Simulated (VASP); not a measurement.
Wanted: the native input for a VASP 6.6.1 run.

- Task: single point
- Functional: r2SCAN
- Potentials or basis: VASP PAW PBE potentials, release 64 (Pb_d, O)
- Cutoff: 520 eV
- k mesh: 6 × 6 × 6
- Occupations: gaussian, width 0.1 eV
- Spin: no spin polarisation
- Dipole correction: no
- Further INCAR settings: ALGO = Normal; EDIFF = 1e-06; NBANDS = 20

Crystal: PbO2.

```
CELL_PARAMETERS angstrom
0.00000 2.57000 2.57000
2.57000 0.00000 2.57000
2.57000 2.57000 0.00000
ATOMIC_POSITIONS crystal
Pb 0.00000 0.00000 0.00000
O 0.25000 0.25000 0.25000
O 0.75000 0.75000 0.75000
```

One way to write it, as run:

POSCAR

```
PbO2
1.0
    0.0000000000      2.5700000000      2.5700000000
    2.5700000000      0.0000000000      2.5700000000
    2.5700000000      2.5700000000      0.0000000000
Pb O
1 2
Direct
    0.0000000000      0.0000000000      0.0000000000
    0.2500000000      0.2500000000      0.2500000000
    0.7500000000      0.7500000000      0.7500000000
```

INCAR.step1

```
SYSTEM = PbO2
ALGO = Normal ; EDIFF = 1E-4
ENCUT = 520 ; GGA = PE
ISMEAR = 0 ; LASPH = .TRUE.
LCHARG = .FALSE. ; LREAL = .FALSE.
LWAVE = .TRUE. ; NBANDS = 20
NELM = 100 ; PREC = Accurate
SIGMA = 0.1
```

INCAR.step2

```
SYSTEM = PbO2
ALGO = Normal ; EDIFF = 1E-6
ENCUT = 520 ; ISIF = 2
ISMEAR = 0 ; ISTART = 1
LASPH = .TRUE. ; LCHARG = .FALSE.
LMIXTAU = .TRUE. ; LREAL = .FALSE.
LWAVE = .FALSE. ; METAGGA = R2SCAN
NBANDS = 20 ; NELM = 100
PREC = Accurate ; SIGMA = 0.1
```

KPOINTS

```
k-points
0
G
  6 6 6
  0 0 0
```

Potentials or basis: VASP PAW PBE potentials, release 64 (Pb_d, O).

Run with:

```bash
$ cat potpaw_PBE.64/Pb_d/POTCAR potpaw_PBE.64/O/POTCAR > POTCAR
$ cp INCAR.step1 INCAR
$ mpirun -np 1 vasp_std > vasp.out
$ cp INCAR.step2 INCAR
$ mpirun -np 1 vasp_std > vasp.out
```

It gave:

```yaml
Pressure: 23.1 GPa
Band_gap_on_the_k_mesh: zero (band 13 reaches 7.36 eV, above the bottom of band 14 at 6.21 eV)
```

Caveat: the PAW data sets were made with another functional, which shifts forces and pressure a little; spin-orbit coupling is left out, which moves the levels of the heavy elements.

Wall time 34 s on 1 thread of Intel(R) Xeon(R) 6975P-C (Granite Rapids), on a shared host, peak memory 0.16 GiB.
